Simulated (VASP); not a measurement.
# BaTiO3 (Pm-3m) in VASP: single point with HSE06

Aim: the single point of BaTiO3 with HSE06.

Program: VASP 6.6.1. These are calculated values, not measurements. Logs are shortened: lines on timing, memory, paths and dates and some standing lists are left out, and cuts for length are marked.

### Step 1. The cell of the first run

Symmetry: Pm-3m, No. 221, cubic system. The conventional cell has a = 3.914 Å, b = 3.914 Å, c = 3.914 Å, α = 90.00°, β = 90.00°, γ = 90.00°. Ba (site symmetry m-3m) has 12 O at 2.77 Å and 8 Ti at 3.39 Å within 3.6 Å. Within 2.6 Å of Ti (site symmetry m-3m) lie 6 O at 1.96 Å. Within 2.6 Å of O (site symmetry 4/mmm) lie 2 Ti at 1.96 Å.

### Step 2. Single point, HSE06 (strain -2.0%)

Contents of POSCAR:

```
BaTiO3
1.0
    3.9142145900      0.0000000000      0.0000000000
    0.0000000000      3.9142145900      0.0000000000
    0.0000000000      0.0000000000      3.9142145900
Ba Ti O
1 1 3
Direct
    0.0000000000      0.0000000000      0.0000000000
    0.5000000000      0.5000000000      0.5000000000
    0.5000000000      0.5000000000      0.0000000000
    0.5000000000      0.0000000000      0.5000000000
    0.0000000000      0.5000000000      0.5000000000
```

Contents of INCAR.step1:

```
  PREC = Accurate
  ENCUT = 520
  EDIFF = 1E-5
  ISMEAR = 0
  SIGMA = 0.01
  LREAL = False
  LASPH = True
  NELM = 100
  ALGO = Normal
  ISIF = 2
  LWAVE = True
  LCHARG = False
  GGA = PE
  NBANDS = 28
```

Contents of INCAR.step2:

```
  PREC = Accurate
  ENCUT = 520
  EDIFF = 1E-6
  ISMEAR = 0
  SIGMA = 0.01
  LREAL = False
  LASPH = True
  NELM = 100
  ALGO = Normal
  ISIF = 2
  LWAVE = False
  LCHARG = False
  GGA = PE
  LHFCALC = True
  HFSCREEN = 0.2079
  PRECFOCK = Fast
  ISTART = 1
  NBANDS = 28
```

Contents of KPOINTS:

```
regular mesh
0
Gamma
  4 4 4
```

Potentials or basis: VASP PAW PBE potentials, release 64 (Ba_sv, Ti_sv, O).

Launch:

```
cat potpaw_PBE.64/Ba_sv/POTCAR potpaw_PBE.64/Ti_sv/POTCAR potpaw_PBE.64/O/POTCAR > POTCAR
cp INCAR.step1 INCAR
mpirun -np 1 vasp_std > vasp.out
cp INCAR.step2 INCAR
mpirun -np 1 vasp_std > vasp.out
```

OUTCAR:

```text
PREC = Accurate
   ENCUT = 520
   EDIFF = 1E-6
   ISMEAR = 0
   LREAL = False
   LASPH = True
   NELM = 100
   ISIF = 2
   GGA = PE
   LHFCALC = True
   HFSCREEN = 0.2079
   PRECFOCK = Fast
   ISTART = 1

 ion  position               nearest neighbor table
   1  0.000  0.000  0.000-   3 2.77   4 2.77   5 2.77   4 2.77   5 2.77   3 2.77   5 2.77   5 2.77
                             3 2.77   4 2.77   4 2.77   3 2.77   2 3.39   2 3.39   2 3.39   2 3.39
   2  0.500  0.500  0.500-   3 1.96   4 1.96   5 1.96   3 1.96   4 1.96   5 1.96   1 3.39   1 3.39
                             1 3.39   1 3.39   1 3.39   1 3.39   1 3.39   1 3.39
   3  0.500  0.500  0.000-   2 1.96   2 1.96   1 2.77   1 2.77   1 2.77   1 2.77
   4  0.500  0.000  0.500-   2 1.96   2 1.96   1 2.77   1 2.77   1 2.77   1 2.77
   5  0.000  0.500  0.500-   2 1.96   2 1.96   1 2.77   1 2.77   1 2.77   1 2.77

  LATTYP: Found a simple cubic cell.
 ALAT       =     3.9142145900

  Lattice vectors:

 A1 = (   3.9142145900,   0.0000000000,   0.0000000000)
 A2 = (   0.0000000000,   3.9142145900,   0.0000000000)
 A3 = (   0.0000000000,   0.0000000000,   3.9142145900)

Analysis of symmetry for initial positions (statically):
=====================================================================
 Subroutine PRICEL returns:
 Original cell was already a primitive cell.

 Routine SETGRP: Setting up the symmetry group for a
 simple cubic supercell.

 Subroutine GETGRP returns: Found 48 space group operations
 (whereof 48 operations were pure point group operations)
 out of a pool of 48 trial point group operations.

The static configuration has the point symmetry O_h .

Analysis of symmetry for dynamics (positions and initial velocities):
=====================================================================
 Subroutine PRICEL returns:
 Original cell was already a primitive cell.

 Routine SETGRP: Setting up the symmetry group for a
 simple cubic supercell.

 Subroutine GETGRP returns: Found 48 space group operations
 (whereof 48 operations were pure point group operations)
 out of a pool of 48 trial point group operations.

The dynamic configuration has the point symmetry O_h .

 Subroutine INISYM returns: Found 48 space group operations
 (whereof 48 operations are pure point group operations),
 and found     1 'primitive' translations

----------------------------------------------------------------------------------------

                                     Primitive cell

  volume of cell :      59.9700

  direct lattice vectors                    reciprocal lattice vectors
     3.914214590  0.000000000  0.000000000     0.255479095  0.000000000  0.000000000
     0.000000000  3.914214590  0.000000000     0.000000000  0.255479095  0.000000000
     0.000000000  0.000000000  3.914214590     0.000000000  0.000000000  0.255479095

  length of vectors
     3.914214590  3.914214590  3.914214590     0.255479095  0.255479095  0.255479095

  position of ions in fractional coordinates (direct lattice)
     0.000000000  0.000000000  0.000000000
     0.500000000  0.500000000  0.500000000
     0.500000000  0.500000000  0.000000000
     0.500000000  0.000000000  0.500000000
     0.000000000  0.500000000  0.500000000

  ion indices of the primitive-cell ions
   primitive index   ion index
                 1           1
                 2           2
                 3           3
                 4           4
                 5           5

----------------------------------------------------------------------------------------

 KPOINTS: regular mesh

Automatic generation of k-mesh.
 Grid dimensions read from file:
 generate k-points for:    4    4    4

 Generating k-lattice:

  Cartesian coordinates                     Fractional coordinates (reciprocal lattice)
     0.063869774  0.000000000  0.000000000     0.250000000  0.000000000  0.000000000
     0.000000000  0.063869774  0.000000000     0.000000000  0.250000000  0.000000000
     0.000000000  0.000000000  0.063869774     0.000000000  0.000000000  0.250000000

  Length of vectors
     0.063869774  0.063869774  0.063869774

  Shift w.r.t. Gamma in fractional coordinates (k-lattice)
     0.000000000  0.000000000  0.000000000

 Subroutine IBZKPT returns following result:
 ===========================================

 Found     10 irreducible k-points:

 Following reciprocal coordinates:
            Coordinates               Weight
  0.000000  0.000000  0.000000      1.000000
  0.250000  0.000000  0.000000      6.000000
  0.500000  0.000000  0.000000      3.000000
  0.250000  0.250000  0.000000     12.000000
  0.500000  0.250000  0.000000     12.000000
  0.500000  0.500000  0.000000      3.000000
  0.250000  0.250000  0.250000      8.000000
  0.500000  0.250000  0.250000     12.000000
  0.500000  0.500000  0.250000      6.000000
  0.500000  0.500000  0.500000      1.000000
   k-points           NKPTS =     10   k-points in BZ     NKDIM =     64   number of bands    NBANDS=     28
   number of dos      NEDOS =    301   number of ions     NIONS =      5
   total plane-waves  NPLWV =  27000
   dimension x,y,z NGX =    30 NGY =   30 NGZ =   30
   dimension x,y,z NGXF=    60 NGYF=   60 NGZF=   60
   ions per type =               1   1   3
   NGX,Y,Z   is equivalent  to a cutoff of  12.74, 12.74, 12.74 a.u.
   NGXF,Y,Z  is equivalent  to a cutoff of  25.48, 25.48, 25.48 a.u.
 SYSTEM =  unknown system
   PREC   = accura    normal or accurate (medium, high low for compatibility)
   ISTART =      1    job   : 0-new  1-cont  2-samecut
   ICHARG =      0    charge: 1-file 2-atom 10-const
   ISPIN  =      1    spin polarized calculation?
   LNONCOLLINEAR =      F non collinear calculations
   LSORBIT =      F    spin-orbit coupling
   LASPH  =      T    aspherical Exc in radial PAW
   ENCUT  =  520.0 eV  38.22 Ry    6.18 a.u.   7.28  7.28  7.28*2*pi/ulx,y,z
   NELM   =    100;   NELMIN=  2; NELMDL=  0     # of ELM steps
   EDIFF  = 0.1E-05   stopping-criterion for ELM
   LREAL  =      F    real-space projection
   EDIFFG = 0.1E-04   stopping-criterion for IOM
   NSW    =      0    number of steps for IOM
   IBRION =     -1    ionic relax: 0-MD 1-quasi-New 2-CG
   NFREE  =      0    steps in history (QN), initial steepest desc. (CG)
   ISIF   =      2    stress and relaxation
   ISYM   =      3    0-nonsym 1-usesym 2-fastsym
   POTIM  = 0.5000    time-step for ionic-motion
   TEBEG  =    0.0;   TEEND  =   0.0 temperature during run
   PSTRESS=    0.0 pullay stress
   NELECT =      40.0000    total number of electrons
   NUPDOWN=      -1.0000    fix difference up-down
   EMIN   =  10.00;   EMAX   =-10.00  energy-range for DOS
   EFERMI =   0.00;   METHOD = LEGACY
   ISMEAR =     0;   SIGMA  =   0.01  broadening in eV -4-tet -1-fermi 0-gaus
   EFERMI_NEDOS =   21; number of points for ismear=-14 and -15
   IALGO  =     38    algorithm
   IMIX   =      1    mixing-type and parameters
     AMIX     =   0.40;   BMIX     =  1.00
     AMIX_MAG =   1.60;   BMIX_MAG =  1.00
  volume/ion in A,a.u.               =      11.99        80.94
  Fermi-wavevector in a.u.,A,eV,Ry     =   1.430376  2.703019 27.837184  2.045975
  Thomas-Fermi vector in A             =   2.550228
   LORBIT       =      0    0 simple, 1 ext, 2 COOP (PROOUT), +10 PAW based schemes
   GGA     = PE    functional components
   LHFCALC =     T    Hartree Fock is set to
   PRECFOCK=fast      Normal, Fast or Accurate (Low or Medium for compatibility)
   ENCUT4O =  -1.0   cutoff for four orbital integrals eV
   NKREDX  =     1    reduce k-point grid by
   NKREDY  =     1    reduce k-point grid by
   NKREDZ  =     1    reduce k-point grid by
   AEXX    =    0.2500 exact exchange contribution
   HFSCREEN=    0.2079 screening length (either q_TF or 0.3 A-1)
   HFSCREENC=   0.2079 screening length for correlation (either q_TF or 0.3 A-1)
   ENCUTFOCK=  -1.0 apply spherical cutoff to Coloumb kernel
   IVDW    =     0    specifies the selected vdW correction
   LEPSILON=     F    determine dielectric tensor
   LRPA    =     F    only Hartree local field effects (RPA)
 non-spin polarized calculation
 Gauss-broadening in eV      SIGMA  =   0.01
  energy-cutoff  :      520.00
  volume of cell :       59.97
 maximum number of plane-waves:      1640
 NGX is ok and might be reduce to    30
  NGX = 16; NGY = 16; NGZ = 16

 number of electron      40.0000001 magnetization

 Free energy of the ion-electron system (eV)
  ---------------------------------------------------
  ext. energy  EPLUGINS =         0.00000000
  ---------------------------------------------------
  free energy    TOTEN  =       -48.24883417 eV

  energy without entropy =      -48.24883417  energy(sigma->0) =      -48.24883417

 E-fermi :   3.5418     XC(G=0):  -9.5364

 val. band max:        3.3184964658   @ k =   0.5000   0.5000   0.5000
 cond. band min:       6.6143925589   @ k =   0.0000   0.0000   0.0000
 fundamental gap:      3.2958960931
 Fermi energy:         3.5417707232

 k-point     1 :       0.0000    0.0000    0.0000
  band No.  band energies     occupation
      1     -57.4053      2.00000
      2     -31.9927      2.00000
      3     -31.9927      2.00000
      4     -31.9927      2.00000
      5     -22.6842      2.00000
      6     -15.3377      2.00000
[... 20 lines left out ...]
     27      10.0063      0.00000
     28      13.1618      0.00000

 k-point     2 :       0.2500    0.0000    0.0000
  band No.  band energies     occupation
      1     -57.4047      2.00000
      2     -32.0303      2.00000
      3     -31.9904      2.00000
      4     -31.9904      2.00000
      5     -22.5820      2.00000
      6     -15.4818      2.00000
[... 20 lines left out ...]
     27      11.3037      0.00000
     28      13.7533      0.00000

 k-point     3 :       0.5000    0.0000    0.0000
  band No.  band energies     occupation
      1     -57.4040      2.00000
      2     -32.0676      2.00000
      3     -31.9880      2.00000
      4     -31.9880      2.00000
      5     -22.4747      2.00000
      6     -15.7281      2.00000
[... 182 lines left out ...]
      3     -32.0579      2.00000
      4     -32.0193      2.00000
      5     -22.3031      2.00000
      6     -14.6989      2.00000
[... 20 lines left out ...]
     27      13.5203      0.00000
     28      13.6261      0.00000

 k-point    10 :       0.5000    0.5000    0.5000
  band No.  band energies     occupation
      1     -57.4012      2.00000
      2     -32.0552      2.00000
      3     -32.0552      2.00000
      4     -32.0552      2.00000
      5     -22.2522      2.00000
      6     -14.3100      2.00000
[... 20 lines left out ...]
     27      13.6266      0.00000
     28      13.6266      0.00000

------------------------ aborting loop because EDIFF is reached ----------------------------------------

  FORCE on cell =-STRESS in cart. coord.  units (eV):
  Direction    XX          YY          ZZ          XY          YZ          ZX
  --------------------------------------------------------------------------------------
  -------------------------------------------------------------------------------------
  Total        4.4843331      4.4843331      4.4843331     -0.0000000      0.0000000      0.0000000
  in kB      119.8048924    119.8048924    119.8048924     -0.0000000      0.0000000      0.0000000
  external PRESSURE =     119.8048924 kB  Pullay stress =       0.0000000 kB

 VOLUME and BASIS-vectors are now :
 -----------------------------------------------------------------------------
  energy-cutoff  :      520.00
  volume of cell :       59.97
      direct lattice vectors                 reciprocal lattice vectors
     3.914214590  0.000000000  0.000000000     0.255479095  0.000000000  0.000000000
     0.000000000  3.914214590  0.000000000     0.000000000  0.255479095  0.000000000
     0.000000000  0.000000000  3.914214590     0.000000000  0.000000000  0.255479095

 POSITION                                       TOTAL-FORCE (eV/Angst)
 -----------------------------------------------------------------------------------
      0.00000      0.00000      0.00000         0.000000      0.000000      0.000000
      1.95711      1.95711      1.95711         0.000000      0.000000      0.000000
      1.95711      1.95711      0.00000         0.000000      0.000000      0.000000
      1.95711      0.00000      1.95711         0.000000      0.000000      0.000000
      0.00000      1.95711      1.95711         0.000000      0.000000      0.000000
 -----------------------------------------------------------------------------------
    total drift:                               -0.000001     -0.000001     -0.000001

  FREE ENERGIE OF THE ION-ELECTRON SYSTEM (eV)
  ---------------------------------------------------
  free  energy   TOTEN  =       -48.2488341680 eV

  energy  without entropy=      -48.2488341680  energy(sigma->0) =      -48.24883417
```

Run time: 8.9 min. Hardware: 1 thread of Intel Xeon Platinum 8488C (Sapphire Rapids), shared host; peak memory 0.28 GiB.

Results:

| Property | Result |
| --- | --- |
| Free energy | -48.2488 eV |
| Pressure | 12.0 GPa |
| Band gap on the k mesh | 3.30 eV, indirect (least direct gap 3.35 eV) |

Levels at points of the mesh, in eV from the valence-band top:
```
           k point  band 17  band 18  band 19  band 20  band 21  band 22  band 23  band 24
(0.00, 0.00, 0.00)    -1.29    -0.05    -0.05    -0.05     3.30     3.30     3.30     5.77
(0.50, 0.00, 0.00)    -2.00    -2.00    -0.76    -0.76     3.51     5.45     5.45     5.80
(0.50, 0.50, 0.00)    -1.90    -0.86    -0.86    -0.10     5.47     5.47     6.02     6.84
(0.50, 0.50, 0.50)    -2.46     0.00     0.00     0.00     6.35     6.35     6.35     8.66
```

Caveat: the cell differs from its parent crystal (strain -2.0%); the PAW data sets were made with another functional, which shifts forces and pressure a little; spin-orbit coupling is left out, which moves the levels of the heavy elements. A k mesh can miss the band edges.
